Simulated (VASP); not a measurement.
# NiO2 (P-3m1) in VASP: notebook

Runs on NiO2. Level: PBEsol. Tasks: single point.

Everything below comes from runs of VASP 6.6.1. Logs are shortened: lines on timing, memory, paths and dates and some standing lists are left out, and cuts for length are marked.

### 1 The cell of the first run

Symmetry: P-3m1, No. 164, trigonal system. The conventional cell has a = 2.730 Å, b = 2.730 Å, c = 5.170 Å, α = 90.00°, β = 90.00°, γ = 120.00°. Ni (site symmetry -3m) has 6 O at 1.76 Å within 2.3 Å. O (site symmetry 3m) has 3 Ni at 1.76 Å and 3 O at 2.21 Å within 2.3 Å.

### 2 Single point, PBEsol (c/a of the conventional cell at fixed volume 1.8933)

Contents of INCAR:

```
SYSTEM = NiO2
PREC = Accurate ; ENCUT = 520
EDIFF = 1E-6 ; ISMEAR = 0
SIGMA = 0.05 ; LREAL = .FALSE.
LASPH = .TRUE. ; NELM = 60
ALGO = Normal ; ISIF = 2
LWAVE = .FALSE. ; LCHARG = .FALSE.
GGA = PS ; NBANDS = 18
```

Contents of KPOINTS:

```
Automatic mesh
0
G
  12 12 6
  0 0 0
```

Contents of POSCAR:

```
NiO2
1.0
    2.7304424938      0.0000000000      0.0000000000
   -1.3652212469      2.3646325632      0.0000000000
    0.0000000000      0.0000000000      5.1695467736
Ni O
1 2
Direct
    0.0000000000      0.0000000000      0.5000000000
    0.6666666667      0.3333333333      0.6499533987
    0.3333333333      0.6666666667      0.3500466013
```

Potentials or basis: VASP PAW PBE potentials, release 64 (Ni, O).

Started as:

```sh
$ cat potpaw_PBE.64/Ni/POTCAR potpaw_PBE.64/O/POTCAR > POTCAR
$ mpirun -np 1 vasp_std > vasp.out
```

OUTCAR:

```text
SYSTEM = NiO2
   PREC = Accurate
   ENCUT = 520
   EDIFF = 1E-6
   ISMEAR = 0
   LREAL = .FALSE.
   LASPH = .TRUE.
   NELM = 60
   ISIF = 2
   GGA = PS

 ion  position               nearest neighbor table
   1  0.000  0.000  0.500-   2 1.76   3 1.76   3 1.76   2 1.76   2 1.76   3 1.76
   2  0.667  0.333  0.650-   1 1.76   1 1.76   1 1.76
   3  0.333  0.667  0.350-   1 1.76   1 1.76   1 1.76

  LATTYP: Found a hexagonal cell.
 ALAT       =     2.7304424938
 C/A-ratio  =     1.8933000000

  Lattice vectors:

 A1 = (   2.7304424938,   0.0000000000,   0.0000000000)
 A2 = (  -1.3652212469,   2.3646325632,   0.0000000000)
 A3 = (   0.0000000000,   0.0000000000,   5.1695467736)

Analysis of symmetry for initial positions (statically):
=====================================================================
 Subroutine PRICEL returns:
 Original cell was already a primitive cell.

 Routine SETGRP: Setting up the symmetry group for a
 hexagonal supercell.

 Subroutine GETGRP returns: Found 12 space group operations
 (whereof 12 operations were pure point group operations)
 out of a pool of 24 trial point group operations.

The static configuration has the point symmetry D_3d.

Analysis of symmetry for dynamics (positions and initial velocities):
=====================================================================
 Subroutine PRICEL returns:
 Original cell was already a primitive cell.

 Routine SETGRP: Setting up the symmetry group for a
 hexagonal supercell.

 Subroutine GETGRP returns: Found 12 space group operations
 (whereof 12 operations were pure point group operations)
 out of a pool of 24 trial point group operations.

The dynamic configuration has the point symmetry D_3d.

 Subroutine INISYM returns: Found 12 space group operations
 (whereof 12 operations are pure point group operations),
 and found     1 'primitive' translations

----------------------------------------------------------------------------------------

                                     Primitive cell

  volume of cell :      33.3771

  direct lattice vectors                    reciprocal lattice vectors
     2.730442494  0.000000000  0.000000000     0.366241004  0.211449342  0.000000000
    -1.365221247  2.364632563  0.000000000     0.000000000  0.422898684  0.000000000
     0.000000000  0.000000000  5.169546774     0.000000000  0.000000000  0.193440556

  length of vectors
     2.730442494  2.730442494  5.169546774     0.422898684  0.422898684  0.193440556

  position of ions in fractional coordinates (direct lattice)
     0.000000000  0.000000000  0.500000000
     0.666666667  0.333333333  0.649953399
     0.333333333  0.666666667  0.350046601

  ion indices of the primitive-cell ions
   primitive index   ion index
                 1           1
                 2           2
                 3           3

----------------------------------------------------------------------------------------

 KPOINTS: Automatic mesh

Automatic generation of k-mesh.
 Grid dimensions read from file:
 generate k-points for:   12   12    6

 Generating k-lattice:

  Cartesian coordinates                     Fractional coordinates (reciprocal lattice)
     0.030520084  0.017620779  0.000000000     0.083333333  0.000000000  0.000000000
     0.000000000  0.035241557  0.000000000     0.000000000  0.083333333  0.000000000
     0.000000000  0.000000000  0.032240093     0.000000000  0.000000000  0.166666667

  Length of vectors
     0.035241557  0.035241557  0.032240093

  Shift w.r.t. Gamma in fractional coordinates (k-lattice)
     0.000000000  0.000000000  0.000000000

 Subroutine IBZKPT returns following result:
 ===========================================

 Found    100 irreducible k-points:

 Following reciprocal coordinates:
            Coordinates               Weight
  0.000000  0.000000  0.000000      1.000000
  0.083333 -0.000000  0.000000      6.000000
  0.166667  0.000000  0.000000      6.000000
  0.250000  0.000000  0.000000      6.000000
  0.333333  0.000000  0.000000      6.000000
  0.416667  0.000000  0.000000      6.000000
[... 16 lines left out ...]
  0.166667  0.000000  0.166667      6.000000
  0.000000  0.166667  0.166667      6.000000
 [... further k-points ...]
   k-points           NKPTS =    100   k-points in BZ     NKDIM =    100   number of bands    NBANDS=     18
   number of dos      NEDOS =    301   number of ions     NIONS =      3
   total plane-waves  NPLWV =  16000
   dimension x,y,z NGX =    20 NGY =   20 NGZ =   40
   dimension x,y,z NGXF=    40 NGYF=   40 NGZF=   80
   ions per type =               1   2
   NGX,Y,Z   is equivalent  to a cutoff of  12.18, 12.18, 12.86 a.u.
   NGXF,Y,Z  is equivalent  to a cutoff of  24.35, 24.35, 25.73 a.u.
 SYSTEM =  NiO2
   PREC   = accura    normal or accurate (medium, high low for compatibility)
   ISTART =      0    job   : 0-new  1-cont  2-samecut
   ICHARG =      2    charge: 1-file 2-atom 10-const
   ISPIN  =      1    spin polarized calculation?
   LNONCOLLINEAR =      F non collinear calculations
   LSORBIT =      F    spin-orbit coupling
   LASPH  =      T    aspherical Exc in radial PAW
   ENCUT  =  520.0 eV  38.22 Ry    6.18 a.u.   5.08  5.08  9.61*2*pi/ulx,y,z
   NELM   =     60;   NELMIN=  2; NELMDL= -5     # of ELM steps
   EDIFF  = 0.1E-05   stopping-criterion for ELM
   LREAL  =      F    real-space projection
   EDIFFG = 0.1E-04   stopping-criterion for IOM
   NSW    =      0    number of steps for IOM
   IBRION =     -1    ionic relax: 0-MD 1-quasi-New 2-CG
   NFREE  =      0    steps in history (QN), initial steepest desc. (CG)
   ISIF   =      2    stress and relaxation
   ISYM   =      2    0-nonsym 1-usesym 2-fastsym
   POTIM  = 0.5000    time-step for ionic-motion
   TEBEG  =    0.0;   TEEND  =   0.0 temperature during run
   PSTRESS=    0.0 pullay stress
   NELECT =      22.0000    total number of electrons
   NUPDOWN=      -1.0000    fix difference up-down
   EMIN   =  10.00;   EMAX   =-10.00  energy-range for DOS
   EFERMI =   0.00;   METHOD = LEGACY
   ISMEAR =     0;   SIGMA  =   0.05  broadening in eV -4-tet -1-fermi 0-gaus
   EFERMI_NEDOS =   21; number of points for ismear=-14 and -15
   IALGO  =     38    algorithm
   IMIX   =      4    mixing-type and parameters
     AMIX     =   0.40;   BMIX     =  1.00
     AMIX_MAG =   1.60;   BMIX_MAG =  1.00
  volume/ion in A,a.u.               =      11.13        75.08
  Fermi-wavevector in a.u.,A,eV,Ry     =   1.424730  2.692350 27.617874  2.029856
  Thomas-Fermi vector in A             =   2.545190
   LORBIT       =      0    0 simple, 1 ext, 2 COOP (PROOUT), +10 PAW based schemes
   GGA     = PS    functional components
   LHFCALC =     F    Hartree Fock is set to
   AEXX    =    0.0000 exact exchange contribution
   IVDW    =     0    specifies the selected vdW correction
   LEPSILON=     F    determine dielectric tensor
   LRPA    =     F    only Hartree local field effects (RPA)
 non-spin polarized calculation
 Gauss-broadening in eV      SIGMA  =   0.05
  energy-cutoff  :      520.00
  volume of cell :       33.38
 maximum number of plane-waves:       915
   NGX = 11   NGY = 11   NGZ = 19

 number of electron      22.0000005 magnetization

 Free energy of the ion-electron system (eV)
  ---------------------------------------------------
  ext. energy  EPLUGINS =         0.00000000
  ---------------------------------------------------
  free energy    TOTEN  =       -17.93868592 eV

  energy without entropy =      -17.93868592  energy(sigma->0) =      -17.93868592

 E-fermi :   2.7059     XC(G=0): -10.0318

 val. band max:        2.4533551132   @ k =   0.0000   0.0000   0.5000
 cond. band min:       3.5885534929   @ k =   0.3333   0.0000   0.3333
 fundamental gap:      1.1351983797
 Fermi energy:         2.7058802981

 k-point     1 :       0.0000    0.0000    0.0000
  band No.  band energies     occupation
      1     -19.1519      2.00000
      2     -15.0577      2.00000
      3      -5.2429      2.00000
      4      -5.2429      2.00000
      5      -4.0259      2.00000
      6      -0.3975      2.00000
[... 10 lines left out ...]
     17      20.8552      0.00000
     18      22.4562      0.00000

 k-point     2 :       0.0833   -0.0000    0.0000
  band No.  band energies     occupation
      1     -19.0355      2.00000
      2     -15.1057      2.00000
      3      -5.2448      2.00000
      4      -5.1591      2.00000
      5      -3.9247      2.00000
      6      -0.7981      2.00000
[... 10 lines left out ...]
     17      20.9372      0.00000
     18      21.7914      0.00000

 k-point     3 :       0.1667    0.0000    0.0000
  band No.  band energies     occupation
      1     -18.7003      2.00000
      2     -15.2428      2.00000
      3      -5.2229      2.00000
      4      -4.9196      2.00000
      5      -3.6513      2.00000
      6      -1.6744      2.00000
[... 10 lines left out ...]
     17      20.5212      0.00000
     18      21.0904      0.00000

 k-point     4 :       0.2500    0.0000    0.0000
  band No.  band energies     occupation
      1     -18.1917      2.00000
      2     -15.4517      2.00000
      3      -5.1690      2.00000
      4      -4.5637      2.00000
      5      -3.4273      2.00000
      6      -2.4388      2.00000
[... 375 lines left out ...]
      4      -5.1588      2.00000
      5      -3.8783      2.00000
      6      -0.8028      2.00000
[... 10 lines left out ...]
     17      21.4233      0.00000
     18      21.8883      0.00000

 k-point    23 :       0.1667    0.0000    0.1667
  band No.  band energies     occupation
      1     -18.6983      2.00000
      2     -15.2482      2.00000
      3      -5.2339      2.00000
      4      -4.9199      2.00000
      5      -3.6099      2.00000
      6      -1.6689      2.00000
[... 10 lines left out ...]
     17      20.5128      0.00000
     18      21.7640      0.00000

 k-point    24 :       0.0000    0.1667    0.1667
  band No.  band energies     occupation
      1     -18.6982      2.00000
      2     -15.2486      2.00000
      3      -5.2308      2.00000
      4      -4.9190      2.00000
      5      -3.6113      2.00000
      6      -1.6751      2.00000
[... 10 lines left out ...]
     17      20.3710      0.00000
     18      21.5298      0.00000

 [... further k-points ...]

------------------------ aborting loop because EDIFF is reached ----------------------------------------

  FORCE on cell =-STRESS in cart. coord.  units (eV):
  Direction    XX          YY          ZZ          XY          YZ          ZX
  --------------------------------------------------------------------------------------
  -------------------------------------------------------------------------------------
  Total        8.6828713      8.6828713      6.7798545      0.0000000      0.0000000      0.0000000
  in kB      416.7971862    416.7971862    325.4481332      0.0000000      0.0000000      0.0000000
  external PRESSURE =     386.3475019 kB  Pullay stress =       0.0000000 kB

 VOLUME and BASIS-vectors are now :
 -----------------------------------------------------------------------------
  energy-cutoff  :      520.00
  volume of cell :       33.38
      direct lattice vectors                 reciprocal lattice vectors
     2.730442494  0.000000000  0.000000000     0.366241004  0.211449342  0.000000000
    -1.365221247  2.364632563  0.000000000     0.000000000  0.422898684  0.000000000
     0.000000000  0.000000000  5.169546774     0.000000000  0.000000000  0.193440556

 POSITION                                       TOTAL-FORCE (eV/Angst)
 -----------------------------------------------------------------------------------
      0.00000      0.00000      2.58477        -0.000000      0.000000     -0.000000
      1.36522      0.78821      3.35996         0.000000      0.000000      4.414311
     -0.00000      1.57642      1.80958         0.000000      0.000000     -4.414311
 -----------------------------------------------------------------------------------
    total drift:                                0.000000     -0.000000      0.000000

  FREE ENERGIE OF THE ION-ELECTRON SYSTEM (eV)
  ---------------------------------------------------
  free  energy   TOTEN  =       -17.9386859225 eV

  energy  without entropy=      -17.9386859225  energy(sigma->0) =      -17.93868592
```

It took 2.1 min on 1 thread of AMD EPYC 7R13, shared host; peak memory 0.15 GiB.

What came out:

- Free energy: -17.9387 eV
- Pressure: 38.6 GPa
- Largest force: 4.414 eV/Å
- Band gap on the k mesh: 1.14 eV, indirect (least direct gap 1.69 eV)

Forces in eV/Å, atoms in the order of the input:
```
Ni   0.000  0.000  0.000
O    0.000  0.000  4.414
O    0.000  0.000 -4.414
```

Caveat: the PAW data sets were made with another functional, which shifts forces and pressure a little. A k mesh can miss the band edges.

### 3 Single point, PBEsol (c/a of the conventional cell at fixed volume 1.6790)

Contents of INCAR:

```
  PREC = Accurate
  ENCUT = 520
  EDIFF = 1E-6
  ISMEAR = 0
  SIGMA = 0.05
  LREAL = F
  LASPH = T
  NELM = 100
  ALGO = Normal
  ISIF = 2
  LWAVE = F
  LCHARG = F
  GGA = PS
  NBANDS = 18
```

Contents of KPOINTS:

```
Automatic mesh
0
Gamma
  12 12 6
```

Contents of POSCAR:

```
NiO2
1.0
    2.8419904474      0.0000000000      0.0000000000
   -1.4209952237      2.4612359247      0.0000000000
    0.0000000000      0.0000000000      4.7717019612
Ni O
1 2
Direct
    0.0000000000      0.0000000000      0.5000000000
    0.6666666667      0.3333333333      0.6499533987
    0.3333333333      0.6666666667      0.3500466013
```

Potentials or basis: VASP PAW PBE potentials, release 64 (Ni, O).

Started as:

```sh
$ cat potpaw_PBE.64/Ni/POTCAR potpaw_PBE.64/O/POTCAR > POTCAR
$ mpirun -np 1 vasp_std > vasp.out
```

Wall time 2.9 min (1 thread of AMD EPYC 7R13, shared host); peak memory 0.16 GiB.

It converged, with:

```yaml
Free_energy: -17.9964 eV
Pressure: 25.3 GPa
Largest_force: 3.915 eV/Å
Band_gap_on_the_k_mesh: 0.74 eV, indirect (least direct gap 1.19 eV)
```

Forces in eV/Å, atoms in the order of the input:
```
Ni   0.000  0.000  0.000
O    0.000  0.000  3.915
O    0.000  0.000 -3.915
```

Stress tensor (GPa, compression positive):
```
24.67  0.00  0.00
 0.00 24.67  0.00
 0.00  0.00 26.50
```

Levels at points of the mesh, in eV from the valence-band top:
```csv
k point,band 7,band 8,band 9,band 10,band 11,band 12,band 13,band 14,band 15,band 16
"(0.00, 0.00, 0.00)",-2.66,-1.86,-1.81,-1.81,-0.12,2.36,2.36,6.78,11.06,14.32
"(0.50, 0.00, 0.00)",-4.05,-2.56,-2.35,-1.76,-1.14,1.14,2.44,11.78,11.98,13.60
"(0.00, 0.00, 0.50)",-2.66,-2.47,-1.82,-1.82,0.00,2.37,2.37,8.16,10.16,12.89
"(0.50, 0.00, 0.50)",-3.98,-2.56,-2.33,-1.52,-1.17,1.12,2.42,10.72,12.31,14.54
```

Caveat: the PAW data sets were made with another functional, which shifts forces and pressure a little. A k mesh can miss the band edges.

### 4 Single point, PBEsol (c/a of the conventional cell at fixed volume 1.8219)

Contents of INCAR:

```
PREC = Accurate
ENCUT = 520
EDIFF = 1E-6
ISMEAR = 0
SIGMA = 0.05
LREAL = False
LASPH = True
NELM = 80
ALGO = Normal
ISIF = 2
LWAVE = False
LCHARG = False
GGA = PS
NBANDS = 18
```

KPOINTS is that of step 3.

Contents of POSCAR:

```
NiO2
1.0
    2.7656549825      0.0000000000      0.0000000000
   -1.3828274913      2.3951274729      0.0000000000
    0.0000000000      0.0000000000      5.0387468126
Ni O
1 2
Direct
    0.0000000000      0.0000000000      0.5000000000
    0.6666666667      0.3333333333      0.6750910825
    0.3333333333      0.6666666667      0.3249089175
```

Started as:

```sh
$ cat potpaw_PBE.64/Ni/POTCAR potpaw_PBE.64/O/POTCAR > POTCAR
$ mpirun -np 1 vasp_std > vasp.out
```

Run time: 2.7 min. Hardware: 1 thread of AMD EPYC 7R13, shared host; peak memory 0.17 GiB.

The run converged. Its results:

* Free energy: -18.6751 eV
* Pressure: 11.2 GPa
* Largest force: 1.298 eV/Å
* Band gap on the k mesh: 1.11 eV, indirect (least direct gap 1.44 eV)

Forces on the atoms (eV/Å):
```
Ni   0.000  0.000  0.000
O    0.000  0.000  1.298
O    0.000  0.000 -1.298
```

Stress tensor (GPa, compression positive):
```
11.54  0.00  0.00
 0.00 11.54  0.00
 0.00  0.00 10.62
```

Levels at points of the mesh, in eV from the valence-band top:
```tsv
k point	band 9	band 10	band 11	band 12	band 13	band 14
(0.00, 0.00, 0.00)	-1.25	-1.23	-0.22	2.46	2.46	7.57
(0.50, 0.00, 0.00)	-1.99	-1.82	-1.10	1.66	2.37	12.65
(0.00, 0.00, 0.50)	-1.26	-1.26	-0.04	2.47	2.47	9.17
(0.50, 0.00, 0.50)	-1.83	-1.76	-1.14	1.66	2.34	11.88
```

Caveat: the PAW data sets were made with another functional, which shifts forces and pressure a little.

(Continued in part 2 of 2.)
